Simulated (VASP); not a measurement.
# Zn4HO4 (a cell with a defect) in VASP: a series of runs

Runs on Zn4HO4 (a cell with a defect). Level: PBE. Tasks: single point.

Program: VASP 6.6.1. These are calculated values, not measurements. Logs are shortened: lines on timing, memory, paths and dates and some standing lists are left out, and cuts for length are marked.

### Step 1. The cell of the first run

The cell holds a defect, 9 atoms: a = 5.610 Å, b = 5.610 Å, c = 3.279 Å, α = 90.00°, β = 90.00°, γ = 90.00°.

### Step 2. Single point, PBE

Contents of INCAR:

```
SYSTEM = Zn4HO4
PREC     = Accurate       ! precision mode
ENCUT    = 520            ! plane-wave cutoff, eV
EDIFF    = 1E-7           ! SCF threshold, eV
ISMEAR   = 0              ! smearing method
SIGMA    = 0.05           ! smearing width, eV
LREAL    = .False.        ! projectors in reciprocal space
LASPH    = .True.         ! aspherical terms in the spheres
NELM     = 60             ! most SCF steps
ALGO     = Normal         ! electronic algorithm
ISIF     = 2              ! what is computed and relaxed
LWAVE    = .False.        ! write WAVECAR
LCHARG   = .False.        ! write CHGCAR
GGA      = PE             ! functional
NBANDS   = 46             ! bands
```

Contents of KPOINTS:

```
regular mesh
0
Gamma
  4 4 8
  0 0 0
```

Contents of POSCAR:

```
Zn4HO4
1.0
    5.6098780345      0.0000000000      0.0000000000
    0.0000000000      5.6098780345      0.0000000000
    0.0000000000      0.0000000000      3.2790255992
Zn O H
4 4 1
Direct
    0.1816262562      0.1816262562      0.5000000000
    0.8183737438      0.8183737438      0.5000000000
    0.6816262562      0.3183737438      0.0000000000
    0.3183737438      0.6816262562      0.0000000000
    0.8184651117      0.1815348883      0.5000000000
    0.1815348883      0.8184651117      0.5000000000
    0.6815348883      0.6815348883      0.0000000000
    0.3184651117      0.3184651117      0.0000000000
    0.9999176225      0.0683737438      0.0000000000
```

Potentials or basis: VASP PAW PBE potentials, release 64 (Zn, O, H).

Run with:

```console
$ cat potpaw_PBE.64/Zn/POTCAR potpaw_PBE.64/O/POTCAR potpaw_PBE.64/H/POTCAR > POTCAR
$ mpirun -np 1 vasp_std > vasp.out
```

OUTCAR:

```text
SYSTEM = Zn4HO4
   PREC = Accurate
   ENCUT = 520
   EDIFF = 1E-7
   ISMEAR = 0
   LREAL = .False.
   LASPH = .True.
   NELM = 60
   ISIF = 2
   GGA = PE

 ion  position               nearest neighbor table
   1  0.182  0.182  0.500-   8 1.97   8 1.97   5 2.04   6 2.04   2 2.88
   2  0.818  0.818  0.500-   7 1.97   7 1.97   5 2.04   6 2.04   1 2.88
   3  0.682  0.318  0.000-   5 1.97   5 1.97   8 2.04   7 2.04   4 2.88
   4  0.318  0.682  0.000-   6 1.97   6 1.97   8 2.04   7 2.04   3 2.88
   5  0.818  0.182  0.500-   3 1.97   3 1.97   1 2.04   2 2.04
   6  0.182  0.818  0.500-   4 1.97   4 1.97   1 2.04   2 2.04
   7  0.682  0.682  0.000-   2 1.97   2 1.97   4 2.04   3 2.04
   8  0.318  0.318  0.000-   1 1.97   1 1.97   4 2.04   3 2.04
   9  1.000  0.068  0.000-

  LATTYP: Found a simple tetragonal cell.
 ALAT       =     5.6098780345
 C/A-ratio  =     0.5845092494

  Lattice vectors:

 A1 = (   5.6098780345,   0.0000000000,   0.0000000000)
 A2 = (   0.0000000000,   5.6098780345,   0.0000000000)
 A3 = (   0.0000000000,   0.0000000000,   3.2790255992)

Analysis of symmetry for initial positions (statically):
=====================================================================
 Subroutine PRICEL returns:
 Original cell was already a primitive cell.

 Routine SETGRP: Setting up the symmetry group for a
 simple tetragonal supercell.

 Subroutine GETGRP returns: Found  2 space group operations
 (whereof  2 operations were pure point group operations)
 out of a pool of 16 trial point group operations.

The static configuration has the point symmetry C_1h.

Analysis of symmetry for dynamics (positions and initial velocities):
=====================================================================
 Subroutine PRICEL returns:
 Original cell was already a primitive cell.

 Routine SETGRP: Setting up the symmetry group for a
 simple tetragonal supercell.

 Subroutine GETGRP returns: Found  2 space group operations
 (whereof  2 operations were pure point group operations)
 out of a pool of 16 trial point group operations.

The dynamic configuration has the point symmetry C_1h.

 Subroutine INISYM returns: Found  2 space group operations
 (whereof  2 operations are pure point group operations),
 and found     1 'primitive' translations

----------------------------------------------------------------------------------------

                                     Primitive cell

  volume of cell :     103.1933

  direct lattice vectors                    reciprocal lattice vectors
     5.609878035  0.000000000  0.000000000     0.178256995  0.000000000  0.000000000
     0.000000000  5.609878035  0.000000000     0.000000000  0.178256995  0.000000000
     0.000000000  0.000000000  3.279025599     0.000000000  0.000000000  0.304968647

  length of vectors
     5.609878035  5.609878035  3.279025599     0.178256995  0.178256995  0.304968647

  position of ions in fractional coordinates (direct lattice)
     0.181626256  0.181626256  0.500000000
     0.818373744  0.818373744  0.500000000
     0.681626256  0.318373744  0.000000000
     0.318373744  0.681626256  0.000000000
     0.818465112  0.181534888  0.500000000
     0.181534888  0.818465112  0.500000000
     0.681534888  0.681534888  0.000000000
     0.318465112  0.318465112  0.000000000
     0.999917622  0.068373744  0.000000000

  ion indices of the primitive-cell ions
   primitive index   ion index
                 1           1
                 2           2
                 3           3
                 4           4
                 5           5
                 6           6
                 7           7
                 8           8
                 9           9

----------------------------------------------------------------------------------------

 KPOINTS: regular mesh

Automatic generation of k-mesh.
 Grid dimensions read from file:
 generate k-points for:    4    4    8

 Generating k-lattice:

  Cartesian coordinates                     Fractional coordinates (reciprocal lattice)
     0.044564249  0.000000000  0.000000000     0.250000000  0.000000000  0.000000000
     0.000000000  0.044564249  0.000000000     0.000000000  0.250000000  0.000000000
     0.000000000  0.000000000  0.038121081     0.000000000  0.000000000  0.125000000

  Length of vectors
     0.044564249  0.044564249  0.038121081

  Shift w.r.t. Gamma in fractional coordinates (k-lattice)
     0.000000000  0.000000000  0.000000000

 Subroutine IBZKPT returns following result:
 ===========================================

 Found     50 irreducible k-points:

 Following reciprocal coordinates:
            Coordinates               Weight
  0.000000  0.000000  0.000000      1.000000
  0.250000  0.000000  0.000000      2.000000
  0.000000  0.250000  0.000000      2.000000
  0.500000  0.000000  0.000000      1.000000
  0.000000  0.500000  0.000000      1.000000
  0.250000  0.250000  0.000000      2.000000
[... 16 lines left out ...]
  0.000000  0.250000  0.250000      4.000000
  0.500000  0.000000  0.250000      2.000000
 [... further k-points ...]
   k-points           NKPTS =     50   k-points in BZ     NKDIM =     50   number of bands    NBANDS=     46
   number of dos      NEDOS =    301   number of ions     NIONS =      9
   total plane-waves  NPLWV =  42336
   dimension x,y,z NGX =    42 NGY =   42 NGZ =   24
   dimension x,y,z NGXF=    84 NGYF=   84 NGZF=   48
   ions per type =               4   4   1
   NGX,Y,Z   is equivalent  to a cutoff of  12.45, 12.45, 12.17 a.u.
   NGXF,Y,Z  is equivalent  to a cutoff of  24.89, 24.89, 24.34 a.u.
 SYSTEM =  Zn4HO4
   PREC   = accura    normal or accurate (medium, high low for compatibility)
   ISTART =      0    job   : 0-new  1-cont  2-samecut
   ICHARG =      2    charge: 1-file 2-atom 10-const
   ISPIN  =      1    spin polarized calculation?
   LNONCOLLINEAR =      F non collinear calculations
   LSORBIT =      F    spin-orbit coupling
   LASPH  =      T    aspherical Exc in radial PAW
   ENCUT  =  520.0 eV  38.22 Ry    6.18 a.u.  10.43 10.43  6.10*2*pi/ulx,y,z
   NELM   =     60;   NELMIN=  2; NELMDL= -5     # of ELM steps
   EDIFF  = 0.1E-06   stopping-criterion for ELM
   LREAL  =      F    real-space projection
   EDIFFG = 0.1E-05   stopping-criterion for IOM
   NSW    =      0    number of steps for IOM
   IBRION =     -1    ionic relax: 0-MD 1-quasi-New 2-CG
   NFREE  =      0    steps in history (QN), initial steepest desc. (CG)
   ISIF   =      2    stress and relaxation
   ISYM   =      2    0-nonsym 1-usesym 2-fastsym
   POTIM  = 0.5000    time-step for ionic-motion
   TEBEG  =    0.0;   TEEND  =   0.0 temperature during run
   PSTRESS=    0.0 pullay stress
   NELECT =      73.0000    total number of electrons
   NUPDOWN=      -1.0000    fix difference up-down
   EMIN   =  10.00;   EMAX   =-10.00  energy-range for DOS
   EFERMI =   0.00;   METHOD = LEGACY
   ISMEAR =     0;   SIGMA  =   0.05  broadening in eV -4-tet -1-fermi 0-gaus
   EFERMI_NEDOS =   21; number of points for ismear=-14 and -15
   IALGO  =     38    algorithm
   IMIX   =      4    mixing-type and parameters
     AMIX     =   0.40;   BMIX     =  1.00
     AMIX_MAG =   1.60;   BMIX_MAG =  1.00
  volume/ion in A,a.u.               =      11.47        77.38
  Fermi-wavevector in a.u.,A,eV,Ry     =   1.458697  2.756539 28.950454  2.127798
  Thomas-Fermi vector in A             =   2.575352
   LORBIT       =      0    0 simple, 1 ext, 2 COOP (PROOUT), +10 PAW based schemes
   GGA     = PE    functional components
   LHFCALC =     F    Hartree Fock is set to
   AEXX    =    0.0000 exact exchange contribution
   IVDW    =     0    specifies the selected vdW correction
   LEPSILON=     F    determine dielectric tensor
   LRPA    =     F    only Hartree local field effects (RPA)
 non-spin polarized calculation
 Gauss-broadening in eV      SIGMA  =   0.05
  energy-cutoff  :      520.00
  volume of cell :      103.19
 maximum number of plane-waves:      2804
 NGX is ok and might be reduce to    42
   NGX = 21   NGY = 21   NGZ = 13

 number of electron      72.9999975 magnetization

 Free energy of the ion-electron system (eV)
  ---------------------------------------------------
  ext. energy  EPLUGINS =         0.00000000
  ---------------------------------------------------
  free energy    TOTEN  =       -36.27843051 eV

  energy without entropy =      -36.27743140  energy(sigma->0) =      -36.27793095

 E-fermi :   2.0092     XC(G=0): -10.6330

 val. band max:        1.9856231730   @ k =   0.5000   0.5000   0.3750
 cond. band min:       2.0852428806   @ k =   0.5000   0.2500   0.5000
 fundamental gap:      0.0996197076
 Fermi energy:         2.0092462237

 k-point     1 :       0.0000    0.0000    0.0000
  band No.  band energies     occupation
      1     -17.1371      2.00000
      2     -16.5043      2.00000
      3     -16.3597      2.00000
      4     -16.2190      2.00000
      5      -5.9823      2.00000
      6      -5.2160      2.00000
[... 38 lines left out ...]
     45      10.7346      0.00000
     46      12.3334      0.00000

 k-point     2 :       0.2500    0.0000    0.0000
  band No.  band energies     occupation
      1     -17.0624      2.00000
      2     -16.6047      2.00000
      3     -16.3389      2.00000
      4     -16.2193      2.00000
      5      -5.9427      2.00000
      6      -5.2759      2.00000
[... 38 lines left out ...]
     45      11.2338      0.00000
     46      11.6852      0.00000

 k-point     3 :       0.0000    0.2500    0.0000
  band No.  band energies     occupation
      1     -17.0694      2.00000
      2     -16.5701      2.00000
      3     -16.3904      2.00000
      4     -16.1951      2.00000
      5      -5.9311      2.00000
      6      -5.2705      2.00000
[... 1018 lines left out ...]
     45      10.3629      0.00000
     46      10.5551      0.00000

 k-point    24 :       0.5000    0.0000    0.2500
  band No.  band energies     occupation
      1     -16.7583      2.00000
      2     -16.6139      2.00000
      3     -16.2214      2.00000
      4     -16.1780      2.00000
      5      -5.8973      2.00000
      6      -5.1980      2.00000
[... 38 lines left out ...]
     45      10.1135      0.00000
     46      10.1828      0.00000

 [... further k-points ...]

------------------------ aborting loop because EDIFF is reached ----------------------------------------

  FORCE on cell =-STRESS in cart. coord.  units (eV):
  Direction    XX          YY          ZZ          XY          YZ          ZX
  --------------------------------------------------------------------------------------
  -------------------------------------------------------------------------------------
  Total        2.4216130      2.2852778      3.3721331     -0.1373270      0.0000000      0.0000000
  in kB       37.5979069     35.4811702     52.3556609     -2.1321355      0.0000000      0.0000000
  external PRESSURE =      41.8115793 kB  Pullay stress =       0.0000000 kB

 VOLUME and BASIS-vectors are now :
 -----------------------------------------------------------------------------
  energy-cutoff  :      520.00
  volume of cell :      103.19
      direct lattice vectors                 reciprocal lattice vectors
     5.609878035  0.000000000  0.000000000     0.178256995  0.000000000  0.000000000
     0.000000000  5.609878035  0.000000000     0.000000000  0.178256995  0.000000000
     0.000000000  0.000000000  3.279025599     0.000000000  0.000000000  0.304968647

 POSITION                                       TOTAL-FORCE (eV/Angst)
 -----------------------------------------------------------------------------------
      1.01890      1.01890      1.63951         0.058280     -0.136657      0.000000
      4.59098      4.59098      1.63951         0.083179     -0.102316      0.000000
      3.82384      1.78604      0.00000        -0.054068      0.145294      0.000000
      1.78604      3.82384      0.00000        -0.042789      0.130638      0.000000
      4.59149      1.01839      1.63951        -0.449988      0.189655      0.000000
      1.01839      4.59149      1.63951         0.263068     -0.420161      0.000000
      3.82333      3.82333      0.00000        -0.087582     -0.153876      0.000000
      1.78655      1.78655      0.00000         0.356039      0.215224      0.000000
      5.60942      0.38357      0.00000        -0.126139      0.132199      0.000000
 -----------------------------------------------------------------------------------
    total drift:                               -0.000018      0.000057     -0.000000

  FREE ENERGIE OF THE ION-ELECTRON SYSTEM (eV)
  ---------------------------------------------------
  free  energy   TOTEN  =       -36.2784305098 eV

  energy  without entropy=      -36.2774313962  energy(sigma->0) =      -36.27793095
```

It took 1.9 min on 1 thread of Intel Xeon 6975P-C (Granite Rapids), shared host; peak memory 0.31 GiB.

What came out:

```
Free energy            : -36.2784 eV
Pressure               : 4.2 GPa
Largest force          : 0.496 eV/Å
Band gap on the k mesh : zero (an odd number of electrons rules out a gap without spin polarisation)
```

Forces in eV/Å, atoms in the order of the input:
```
Zn   0.058 -0.137  0.000
Zn   0.083 -0.102  0.000
Zn  -0.054  0.145  0.000
Zn  -0.043  0.131  0.000
O   -0.450  0.190  0.000
O    0.263 -0.420  0.000
O   -0.088 -0.154  0.000
O    0.356  0.215  0.000
H   -0.126  0.132  0.000
```

Caveat: an odd number of electrons without spin polarisation forces a metal; a magnetic or distorted state may lie lower.

### Step 3. Single point, PBE

Contents of INCAR:

```
PREC = Accurate
ENCUT = 520
EDIFF = 1E-6
ISMEAR = 0
SIGMA = 0.05
LREAL = False
LASPH = True
NELM = 80
ALGO = Normal
ISIF = 2
LWAVE = False
LCHARG = False
GGA = PE
NBANDS = 46
```

Contents of KPOINTS:

```
regular mesh
0
Gamma
  4 4 8
```

POSCAR: that of step 2 with these lines changed.

```diff
@@ -16,2 +16,2 @@
     0.3184651117      0.3184651117      0.0000000000
-    0.9999176225      0.0683737438      0.0000000000
+    0.9999176225      0.5683737438      0.5000000000
```

Potentials or basis: VASP PAW PBE potentials, release 64 (Zn, O, H).

Run with:

```console
$ cat potpaw_PBE.64/Zn/POTCAR potpaw_PBE.64/O/POTCAR potpaw_PBE.64/H/POTCAR > POTCAR
$ mpirun -np 1 vasp_std > vasp.out
```

It took 1.9 min on 1 thread of Intel Xeon 6975P-C (Granite Rapids), shared host; peak memory 0.31 GiB.

Results (log left out):

- Free energy: -36.3734 eV
- Pressure: 4.2 GPa
- Largest force: 0.825 eV/Å
- Band gap on the k mesh: zero (an odd number of electrons rules out a gap without spin polarisation)

Forces on the atoms (eV/Å):
```
Zn  -0.113  0.638  0.000
Zn  -0.463  0.127  0.000
Zn   0.046  0.131  0.000
Zn   0.379 -0.321  0.000
O   -0.165 -0.683  0.000
O    0.666  0.486  0.000
O   -0.645  0.252  0.000
O    0.245 -0.129  0.000
H    0.049 -0.501  0.000
```

Stress tensor (GPa, compression positive):
```
5.57 0.33 0.00
0.33 2.16 0.00
0.00 0.00 4.71
```

Levels at points of the mesh, in eV from the Fermi level:
| k point | band 34 | band 35 | band 36 | band 37 | band 38 | band 39 |
| --- | --- | --- | --- | --- | --- | --- |
| (0.00, 0.00, 0.00) | -1.59 | -1.58 | -1.46 | -1.36 | 2.31 | 3.63 |
| (0.50, 0.00, 0.00) | -1.87 | -1.83 | -1.69 | 0.09 | 1.67 | 3.13 |
| (0.00, 0.50, 0.00) | -1.88 | -1.76 | -1.65 | -0.32 | 1.71 | 3.30 |
| (0.50, 0.50, 0.00) | -2.15 | -2.11 | -2.09 | -0.19 | 2.72 | 2.76 |
| (0.00, 0.00, 0.50) | -2.95 | -2.74 | -2.58 | 0.65 | 4.18 | 5.18 |
| (0.50, 0.00, 0.50) | -2.74 | -2.45 | -2.29 | 0.57 | 4.42 | 4.96 |
| (0.00, 0.50, 0.50) | -2.76 | -2.48 | -2.29 | 0.01 | 4.18 | 4.35 |
| (0.50, 0.50, 0.50) | -2.61 | -2.59 | -2.49 | -0.27 | 3.88 | 4.38 |

Caveat: an odd number of electrons without spin polarisation forces a metal; a magnetic or distorted state may lie lower.

### Step 4. Single point, PBE

Contents of INCAR:

```
PREC     = Accurate       # precision mode
ENCUT    = 520            # plane-wave cutoff, eV
EDIFF    = 1E-6           # SCF threshold, eV
ISMEAR   = 0              # smearing method
SIGMA    = 0.05           # smearing width, eV
LREAL    = False          # projectors in reciprocal space
LASPH    = True           # aspherical terms in the spheres
NELM     = 80             # most SCF steps
ALGO     = Normal         # electronic algorithm
ISIF     = 2              # what is computed and relaxed
LWAVE    = False          # write WAVECAR
LCHARG   = True           # write CHGCAR
GGA      = PE             # functional
LELF     = True           # ELF
LVHAR    = True         
NBANDS   = 46             # bands
```

Contents of KPOINTS:

```
Automatic mesh
0
Gamma
  4 4 8
```

POSCAR: that of step 3 with these lines changed.

```diff
@@ -16,2 +16,2 @@
     0.3184651117      0.3184651117      0.0000000000
-    0.9999176225      0.5683737438      0.5000000000
+    0.9999176225      0.5683737438      0.0000000000
```

Run with:

```console
$ cat potpaw_PBE.64/Zn/POTCAR potpaw_PBE.64/O/POTCAR potpaw_PBE.64/H/POTCAR > POTCAR
$ mpirun -np 1 vasp_std > vasp.out
```

It took 1.8 min on 1 thread of Intel Xeon 6975P-C (Granite Rapids), shared host; peak memory 0.31 GiB.

The run converged. Its results:

| Item | Value |
| --- | --- |
| Free energy | -36.4318 eV |
| Pressure | 3.3 GPa |
| Largest force | 0.720 eV/Å |
| Band gap on the k mesh | zero (an odd number of electrons rules out a gap without spin polarisation) |

Forces in eV/Å, atoms in the order of the input:
```
Zn  -0.115  0.023  0.000
Zn   0.251  0.222  0.000
Zn   0.245 -0.186  0.000
Zn  -0.620 -0.282  0.000
O   -0.122 -0.277  0.000
O    0.388  0.606  0.000
O   -0.666  0.269  0.000
O    0.535 -0.286  0.000
H    0.105 -0.089  0.000
```

Stress tensor (GPa, compression positive):
```
 1.28 -0.72  0.00
-0.72  4.02  0.00
 0.00  0.00  4.67
```

Levels at points of the mesh, in eV from the Fermi level:
| k point | band 34 | band 35 | band 36 | band 37 | band 38 | band 39 | band 40 | band 41 |
| --- | --- | --- | --- | --- | --- | --- | --- | --- |
| (0.00, 0.00, 0.00) | -1.42 | -1.38 | -1.31 | -1.18 | 2.29 | 3.88 | 4.05 | 5.74 |
| (0.50, 0.00, 0.00) | -1.67 | -1.59 | -1.56 | -0.25 | 1.89 | 3.38 | 4.69 | 5.29 |
| (0.00, 0.50, 0.00) | -1.68 | -1.64 | -1.49 | 0.07 | 1.90 | 3.36 | 4.72 | 5.97 |
| (0.50, 0.50, 0.00) | -2.00 | -1.93 | -1.91 | -0.23 | 2.88 | 2.98 | 3.40 | 5.84 |
| (0.00, 0.00, 0.50) | -2.80 | -2.54 | -2.40 | 0.70 | 4.38 | 5.34 | 6.61 | 6.61 |
| (0.50, 0.00, 0.50) | -2.60 | -2.27 | -2.12 | -0.14 | 4.38 | 4.53 | 5.54 | 6.24 |
| (0.00, 0.50, 0.50) | -2.57 | -2.25 | -2.12 | 0.63 | 4.62 | 5.19 | 5.50 | 6.34 |
| (0.50, 0.50, 0.50) | -2.44 | -2.43 | -2.33 | -0.37 | 4.09 | 4.55 | 4.65 | 5.76 |

Caveat: an odd number of electrons without spin polarisation forces a metal; a magnetic or distorted state may lie lower.

### Step 5. Summary

```csv
cell,gap on the mesh (eV),pressure (GPa),largest force (eV/Å)
"as given, atomic positions A",none,4.2,0.50
"as given, atomic positions B",none,4.2,0.82
"as given, atomic positions C",none,3.3,0.72
```

Alike in all rows: task single point; level PBE; potentials or basis VASP PAW PBE potentials, release 64 (Zn, O, H); no spin polarisation; k mesh 4 × 4 × 8; cutoff (eV) 520; smearing gaussian 0.05 eV.

Caveats: an odd number of electrons without spin polarisation forces a metal; a magnetic or distorted state may lie lower.

Absolute energies hang on the potentials; compare differences alone.

The gap in the log of VASP goes by the Fermi energy; the results here count the filled bands.